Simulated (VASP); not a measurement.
Crystal: MoRh.

```
CELL_PARAMETERS angstrom
2.73403 0.00000 0.00000
-1.36702 2.36774 0.00000
0.00000 0.00000 4.33990
ATOMIC_POSITIONS crystal
Mo 0.00000 0.00000 0.50000
Rh 0.33333 0.66667 0.00000
```

Base run:

```yaml
Program: VASP 6.6.1
Functional: LDA
Potentials_or_basis: VASP PAW LDA potentials, release 64 (Mo_sv, Rh_pv)
Cutoff: 500 eV
k_mesh: 8 × 8 × 5
Occupations: fermi-dirac, width 0.05 eV
Spin: no spin polarisation
```

Its results: band gap on the k mesh zero (an odd number of electrons rules out a gap without spin polarisation); pressure 1.2 GPa.

**Question.** The run is repeated on the same cell with these changes: k mesh from 8 × 8 × 5 to 9 × 9 × 5. What comes out?

**Answer.** Band gap on the k mesh zero (an odd number of electrons rules out a gap without spin polarisation); pressure 0.4 GPa.
